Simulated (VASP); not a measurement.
# LiH (Fm-3m) in VASP: further runs

LiH is run at these levels: LDA; tasks: single point.

All numbers are computed with VASP 6.6.1; they aren't measurements. Logs are shortened: lines on timing, memory, paths and dates and some standing lists are left out, and cuts for length are marked.

## Step 1: The cell of the first run

Symmetry: Fm-3m, No. 225, cubic system. Conventional cell: a = 4.100 Å, b = 4.100 Å, c = 4.100 Å, α = 90.00°, β = 90.00°, γ = 90.00°. Li (site symmetry m-3m) has 6 H at 2.05 Å within 2.7 Å. H (site symmetry m-3m) has 6 Li at 2.05 Å within 2.7 Å.

## Step 2: Single point, LDA

INCAR reads:

```
  PREC = Accurate
  ENCUT = 520
  EDIFF = 1E-7
  ISMEAR = -1
  SIGMA = 0.05
  LREAL = False
  LASPH = True
  NELM = 80
  ALGO = Normal
  ISIF = 2
  LWAVE = False
  LCHARG = False
  GGA = CA
  NBANDS = 9
```

KPOINTS reads:

```
Automatic mesh
0
Gamma
  11 11 11
```

POSCAR reads:

```
LiH
1.0
    0.0000000000      2.0502388037      2.0502388037
    2.0502388037      0.0000000000      2.0502388037
    2.0502388037      2.0502388037      0.0000000000
Li H
1 1
Direct
    0.0000000000      0.0000000000      0.0000000000
    0.5000000000      0.5000000000      0.5000000000
```

Potentials or basis: VASP PAW LDA potentials, release 64 (Li_sv, H).

Command:

```
cat potpaw_LDA.64/Li_sv/POTCAR potpaw_LDA.64/H/POTCAR > POTCAR
mpirun -np 1 vasp_std > vasp.out
```

OUTCAR:

```text
PREC = Accurate
   ENCUT = 520
   EDIFF = 1E-7
   ISMEAR = -1
   LREAL = False
   LASPH = True
   NELM = 80
   ISIF = 2
   GGA = CA

 ion  position               nearest neighbor table
   1  0.000  0.000  0.000-
   2  0.500  0.500  0.500-

  LATTYP: Found a face centered cubic cell.
 ALAT       =     4.1004776074

  Lattice vectors:

 A1 = (   0.0000000000,   2.0502388037,   2.0502388037)
 A2 = (   2.0502388037,   0.0000000000,   2.0502388037)
 A3 = (   2.0502388037,   2.0502388037,   0.0000000000)

Analysis of symmetry for initial positions (statically):
=====================================================================
 Subroutine PRICEL returns:
 Original cell was already a primitive cell.

 Routine SETGRP: Setting up the symmetry group for a
 face centered cubic supercell.

 Subroutine GETGRP returns: Found 48 space group operations
 (whereof 48 operations were pure point group operations)
 out of a pool of 48 trial point group operations.

The static configuration has the point symmetry O_h .

Analysis of symmetry for dynamics (positions and initial velocities):
=====================================================================
 Subroutine PRICEL returns:
 Original cell was already a primitive cell.

 Routine SETGRP: Setting up the symmetry group for a
 face centered cubic supercell.

 Subroutine GETGRP returns: Found 48 space group operations
 (whereof 48 operations were pure point group operations)
 out of a pool of 48 trial point group operations.

The dynamic configuration has the point symmetry O_h .

 Subroutine INISYM returns: Found 48 space group operations
 (whereof 48 operations are pure point group operations),
 and found     1 'primitive' translations

----------------------------------------------------------------------------------------

                                     Primitive cell

  volume of cell :      17.2363

  direct lattice vectors                    reciprocal lattice vectors
     0.000000000  2.050238804  2.050238804    -0.243874030  0.243874030  0.243874030
     2.050238804  0.000000000  2.050238804     0.243874030 -0.243874030  0.243874030
     2.050238804  2.050238804  0.000000000     0.243874030  0.243874030 -0.243874030

  length of vectors
     2.899475522  2.899475522  2.899475522     0.422402211  0.422402211  0.422402211

  position of ions in fractional coordinates (direct lattice)
     0.000000000  0.000000000  0.000000000
     0.500000000  0.500000000  0.500000000

  ion indices of the primitive-cell ions
   primitive index   ion index
                 1           1
                 2           2

----------------------------------------------------------------------------------------

 KPOINTS: Automatic mesh

Automatic generation of k-mesh.
 Grid dimensions read from file:
 generate k-points for:   11   11   11

 Generating k-lattice:

  Cartesian coordinates                     Fractional coordinates (reciprocal lattice)
    -0.022170366  0.022170366  0.022170366     0.090909091  0.000000000  0.000000000
     0.022170366 -0.022170366  0.022170366     0.000000000  0.090909091  0.000000000
     0.022170366  0.022170366 -0.022170366     0.000000000  0.000000000  0.090909091

  Length of vectors
     0.038400201  0.038400201  0.038400201

  Shift w.r.t. Gamma in fractional coordinates (k-lattice)
     0.000000000  0.000000000  0.000000000

 Subroutine IBZKPT returns following result:
 ===========================================

 Found     56 irreducible k-points:

 Following reciprocal coordinates:
            Coordinates               Weight
  0.000000  0.000000  0.000000      1.000000
  0.090909  0.000000  0.000000      8.000000
  0.181818  0.000000  0.000000      8.000000
  0.272727  0.000000  0.000000      8.000000
  0.363636  0.000000  0.000000      8.000000
  0.454545  0.000000  0.000000      8.000000
[... 16 lines left out ...]
 -0.272727  0.181818  0.000000     24.000000
 -0.181818  0.181818  0.000000     12.000000
 [... further k-points ...]
   k-points           NKPTS =     56   k-points in BZ     NKDIM =     56   number of bands    NBANDS=      9
   number of dos      NEDOS =    301   number of ions     NIONS =      2
   total plane-waves  NPLWV =  13824
   dimension x,y,z NGX =    24 NGY =   24 NGZ =   24
   dimension x,y,z NGXF=    48 NGYF=   48 NGZF=   48
   ions per type =               1   1
   NGX,Y,Z   is equivalent  to a cutoff of  13.76, 13.76, 13.76 a.u.
   NGXF,Y,Z  is equivalent  to a cutoff of  27.52, 27.52, 27.52 a.u.
 SYSTEM =  unknown system
   PREC   = accura    normal or accurate (medium, high low for compatibility)
   ISTART =      0    job   : 0-new  1-cont  2-samecut
   ICHARG =      2    charge: 1-file 2-atom 10-const
   ISPIN  =      1    spin polarized calculation?
   LNONCOLLINEAR =      F non collinear calculations
   LSORBIT =      F    spin-orbit coupling
   LASPH  =      T    aspherical Exc in radial PAW
   ENCUT  =  520.0 eV  38.22 Ry    6.18 a.u.   5.39  5.39  5.39*2*pi/ulx,y,z
   NELM   =     80;   NELMIN=  2; NELMDL= -5     # of ELM steps
   EDIFF  = 0.1E-06   stopping-criterion for ELM
   LREAL  =      F    real-space projection
   EDIFFG = 0.1E-05   stopping-criterion for IOM
   NSW    =      0    number of steps for IOM
   IBRION =     -1    ionic relax: 0-MD 1-quasi-New 2-CG
   NFREE  =      0    steps in history (QN), initial steepest desc. (CG)
   ISIF   =      2    stress and relaxation
   ISYM   =      2    0-nonsym 1-usesym 2-fastsym
   POTIM  = 0.5000    time-step for ionic-motion
   TEBEG  =    0.0;   TEEND  =   0.0 temperature during run
   PSTRESS=    0.0 pullay stress
   NELECT =       4.0000    total number of electrons
   NUPDOWN=      -1.0000    fix difference up-down
   EMIN   =  10.00;   EMAX   =-10.00  energy-range for DOS
   EFERMI =   0.00;   METHOD = LEGACY
   ISMEAR =    -1;   SIGMA  =   0.05  broadening in eV -4-tet -1-fermi 0-gaus
   EFERMI_NEDOS =   21; number of points for ismear=-14 and -15
   IALGO  =     38    algorithm
   IMIX   =      4    mixing-type and parameters
     AMIX     =   0.40;   BMIX     =  1.00
     AMIX_MAG =   1.60;   BMIX_MAG =  1.00
  volume/ion in A,a.u.               =       8.62        58.16
  Fermi-wavevector in a.u.,A,eV,Ry     =   1.006036  1.901133 13.770583  1.012109
  Thomas-Fermi vector in A             =   2.138754
   LORBIT       =      0    0 simple, 1 ext, 2 COOP (PROOUT), +10 PAW based schemes
   GGA     = CA    functional components
   LHFCALC =     F    Hartree Fock is set to
   AEXX    =    0.0000 exact exchange contribution
   IVDW    =     0    specifies the selected vdW correction
   LEPSILON=     F    determine dielectric tensor
   LRPA    =     F    only Hartree local field effects (RPA)
 non-spin polarized calculation
  energy-cutoff  :      520.00
  volume of cell :       17.24
 maximum number of plane-waves:       483
 NGX is ok and might be reduce to    24
   NGX = 11   NGY = 11   NGZ = 11

 number of electron       4.0000004 magnetization

 Free energy of the ion-electron system (eV)
  ---------------------------------------------------
  ext. energy  EPLUGINS =         0.00000000
  ---------------------------------------------------
  free energy    TOTEN  =        -6.46033195 eV

  energy without entropy =       -6.46033195  energy(sigma->0) =       -6.46033195

 E-fermi :   0.8968     XC(G=0):  -8.5853

 val. band max:       -0.1553434920   @ k =  -0.4545   0.4545   0.0000
 cond. band min:       2.6968075826   @ k =  -0.4545   0.4545   0.0000
 fundamental gap:      2.8521510747
 Fermi energy:         0.8968033002

 k-point     1 :       0.0000    0.0000    0.0000
  band No.  band energies     occupation
      1     -43.6391      2.00000
      2      -5.4143      2.00000
      3      15.1480      0.00000
      4      16.6270      0.00000
      5      16.6270      0.00000
      6      16.6270      0.00000
      7      21.3302      0.00000
      8      21.3302      0.00000
      9      21.3302      0.00000

 k-point     2 :       0.0909    0.0000    0.0000
  band No.  band energies     occupation
      1     -43.6360      2.00000
      2      -5.2738      2.00000
      3      13.9251      0.00000
      4      15.9154      0.00000
      5      16.3241      0.00000
      6      16.3241      0.00000
      7      20.7702      0.00000
      8      21.9838      0.00000
      9      21.9838      0.00000

 k-point     3 :       0.1818    0.0000    0.0000
  band No.  band energies     occupation
      1     -43.6274      2.00000
      2      -4.8579      2.00000
      3      11.1450      0.00000
      4      14.8763      0.00000
      5      15.7822      0.00000
      6      15.7822      0.00000
      7      21.3326      0.00000
      8      22.2421      0.00000
      9      22.2421      0.00000

 k-point     4 :       0.2727    0.0000    0.0000
  band No.  band energies     occupation
      1     -43.6161      2.00000
      2      -4.2010      2.00000
      3       8.3135      0.00000
      4      13.9395      0.00000
      5      15.3860      0.00000
      6      15.3860      0.00000
      7      20.4575      0.00000
      8      20.4575      0.00000
      9      22.5396      0.00000
[... 205 lines left out ...]
 k-point    22 :      -0.3636    0.1818    0.0000
  band No.  band energies     occupation
      1     -43.5959      2.00000
      2      -2.3540      2.00000
      3       5.0901      0.00000
      4       9.0038      0.00000
      5      13.7244      0.00000
      6      14.6177      0.00000
      7      21.1595      0.00000
      8      23.6426      0.00000
      9      25.4710      0.00000

 k-point    23 :      -0.2727    0.1818    0.0000
  band No.  band energies     occupation
      1     -43.6028      2.00000
      2      -3.1448      2.00000
      3       6.9496      0.00000
      4       9.1194      0.00000
      5      14.7410      0.00000
      6      14.9638      0.00000
      7      20.7089      0.00000
      8      23.4581      0.00000
      9      24.7020      0.00000

 k-point    24 :      -0.1818    0.1818    0.0000
  band No.  band energies     occupation
      1     -43.6123      2.00000
      2      -3.9403      2.00000
      3       9.5352      0.00000
      4       9.5511      0.00000
      5      15.0638      0.00000
      6      16.3548      0.00000
      7      20.3329      0.00000
      8      22.0665      0.00000
      9      23.6914      0.00000

 [... further k-points ...]

------------------------ aborting loop because EDIFF is reached ----------------------------------------

  FORCE on cell =-STRESS in cart. coord.  units (eV):
  Direction    XX          YY          ZZ          XY          YZ          ZX
  --------------------------------------------------------------------------------------
  -------------------------------------------------------------------------------------
  Total       -0.5116445     -0.5116445     -0.5116445      0.0000000      0.0000000      0.0000000
  in kB      -47.5593098    -47.5593098    -47.5593098      0.0000000      0.0000000      0.0000000
  external PRESSURE =     -47.5593098 kB  Pullay stress =       0.0000000 kB

 VOLUME and BASIS-vectors are now :
 -----------------------------------------------------------------------------
  energy-cutoff  :      520.00
  volume of cell :       17.24
      direct lattice vectors                 reciprocal lattice vectors
     0.000000000  2.050238804  2.050238804    -0.243874030  0.243874030  0.243874030
     2.050238804  0.000000000  2.050238804     0.243874030 -0.243874030  0.243874030
     2.050238804  2.050238804  0.000000000     0.243874030  0.243874030 -0.243874030

 POSITION                                       TOTAL-FORCE (eV/Angst)
 -----------------------------------------------------------------------------------
      0.00000      0.00000      0.00000        -0.000000      0.000000     -0.000000
      2.05024      2.05024      2.05024         0.000000     -0.000000      0.000000
 -----------------------------------------------------------------------------------
    total drift:                                0.000000     -0.000000     -0.000000

  FREE ENERGIE OF THE ION-ELECTRON SYSTEM (eV)
  ---------------------------------------------------
  free  energy   TOTEN  =        -6.4603319514 eV

  energy  without entropy=       -6.4603319514  energy(sigma->0) =       -6.46033195
```

It took 8.4 s on 1 thread of Intel Xeon 8259CL, shared host; peak memory 0.12 GiB.

What came out:

* Free energy: -6.4603 eV
* Band gap on the k mesh: 2.85 eV

Levels at points of the mesh, in eV from the valence-band top:
```
           k point  band 1  band 2  band 3  band 4  band 5  band 6
(0.00, 0.00, 0.00)  -43.48   -5.26   15.30   16.78   16.78   16.78
```

Caveat: the cutoff is under 1.25 times the usual one of these potentials, so pressure, stress and relaxed cells hold a basis-set (Pulay) error; an odd mesh through Γ misses points on the zone boundary, where band edges can lie. LDA gaps usually lie below the measured ones, often by a third to a half.

## Step 3: Single point, LDA

This run uses another cell than the first one, of 8.96 Å³/atom.

INCAR reads:

```
SYSTEM = LiH
ALGO     = Normal         ! electronic algorithm
EDIFF    = 1E-7           ! SCF threshold, eV
ENCUT    = 520            ! plane-wave cutoff, eV
ISIF     = 2              ! what is computed and relaxed
ISMEAR   = -1             ! smearing method
LASPH    = .TRUE.         ! aspherical terms in the spheres
LCHARG   = .FALSE.        ! write CHGCAR
LREAL    = .FALSE.        ! projectors in reciprocal space
LWAVE    = .FALSE.        ! write WAVECAR
NBANDS   = 9              ! bands
NELM     = 100            ! most SCF steps
PREC     = Accurate       ! precision mode
SIGMA    = 0.05           ! smearing width, eV
```

KPOINTS reads:

```
k-points
0
G
  11 11 11
  0 0 0
```

POSCAR reads:

```
LiH
1.0
    0.0000000000      2.0766964161      2.0766964161
    2.0766964161      0.0000000000      2.0766964161
    2.0766964161      2.0766964161      0.0000000000
Li H
1 1
Direct
    0.0000000000      0.0000000000      0.0000000000
    0.5000000000      0.5000000000      0.5000000000
```

Potentials or basis: VASP PAW LDA potentials, release 64 (Li_sv, H).

Command:

```
cat potpaw_LDA.64/Li_sv/POTCAR potpaw_LDA.64/H/POTCAR > POTCAR
mpirun -np 1 vasp_std > vasp.out
```

Wall time 8 s (1 thread of Intel Xeon 8259CL, shared host); peak memory 0.12 GiB.

It converged, with:

- Free energy: -6.4392 eV
- Band gap on the k mesh: 2.87 eV

Levels at points of the mesh, in eV from the valence-band top:
```
           k point  band 1  band 2  band 3  band 4  band 5  band 6  band 7
(0.00, 0.00, 0.00)  -43.53   -5.12   14.83   16.41   16.41   16.41   21.05
```

Caveat: the cutoff is under 1.25 times the usual one of these potentials, so pressure, stress and relaxed cells hold a basis-set (Pulay) error; an odd mesh through Γ misses points on the zone boundary, where band edges can lie. LDA gaps usually lie below the measured ones, often by a third to a half.
